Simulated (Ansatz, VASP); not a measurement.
Ge2Sb2Se in VASP and in Ansatz

```
CELL_PARAMETERS angstrom
4.37820 0.00000 0.00000
-2.18910 3.79163 0.00000
0.00000 0.00000 8.26477
ATOMIC_POSITIONS crystal
Ge 0.33333 0.66667 0.50000
Ge 0.66667 0.33333 0.00000
Sb 0.00000 0.00000 0.28185
Sb 0.00000 0.00000 0.71815
Se 0.33333 0.66667 0.00000
```

Alike in both runs: task single point; functional PBE; k mesh 6 × 6 × 2; occupations gaussian, width 0.1 eV; no spin polarisation.

|  | VASP | Ansatz |
| --- | --- | --- |
| version | VASP 6.6.1 | Ansatz 0.2.0 |
| potentials or method | VASP PAW PBE potentials, release 64 (Ge_d, Sb, Se), cutoff 520 eV | scalar-relativistic, plane waves, PAW |
| valence electrons in the cell | 44 | 74 |

```csv
,VASP,Ansatz,Ansatz less VASP
gap on the k mesh at the Fermi level (eV),none,none,-
pressure (GPa),-1.8,-1.8,+0.03
"traceless stress, the component that is largest in VASP (GPa)",-2.56,-2.53,+0.031
rms of the force components (eV/Å),0.387,0.389,+0.0016
```

Atom by atom the forces differ by 0.002 eV/Å (rms over components). A gap of «none» marks a metal or a gap that the smearing closes. VASP's potentials hold 44 valence electrons a cell and Ansatz's 74, so a difference there can come from the potentials and not from the codes.

The k mesh is coarse, so the values compare programs but aren't converged. Spin-orbit coupling is off throughout.
